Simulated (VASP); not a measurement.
Runs of VASP 6.6.1 on Co. The structure is that of space group Im-3m (No. 229), or close to it. The cells are those of the table. This isn't the form of Co at room conditions, which is hcp.

| level | U | cell | smearing | gap on the mesh (eV) | pressure (GPa) | moment (μB) |
| --- | --- | --- | --- | --- | --- | --- |
| PBE | - | a = 2.477 Å, angles 109.5°, 1 atom | fermi-dirac 0.05 eV | none | -10.3 | 1.74 |
| PBE | - | a = 2.396 Å, angles 109.5°, 1 atom | fermi-dirac 0.05 eV | none | (b) | 1.68 |
| PBE | - | a = 2.429 Å, angles 109.5°, 1 atom | fermi-dirac 0.05 eV | none | -0.3 | 1.69 |
| PBE | - | a = 2.445 Å, angles 109.5°, 1 atom | fermi-dirac 0.05 eV | none | -4.1 | 1.70 |
| PBE+U | Co d U = 2.0 eV | a = 2.429 Å, angles 109.5°, 1 atom | tetrahedron | none | (c) | (a) |

Alike in all rows: task single point; potentials or basis VASP PAW PBE potentials, release 64 (Co); spin collinear, ferromagnetic start; k mesh 13 × 13 × 13; cutoff (eV) 520.

**Question.** Estimate the missing entries.

**Answer.** (a) 1.86; (b) 9.5; (c) 3.4.

Caveats: the cell stands under tension (at least some runs); the cell stands under pressure (at least some runs); the U is typed as a test and isn't derived for this compound (at least some runs); tetrahedron occupations give inexact forces and stress in metals (at least some runs).

A gap of «none» marks levels without a gap at the run's occupations.
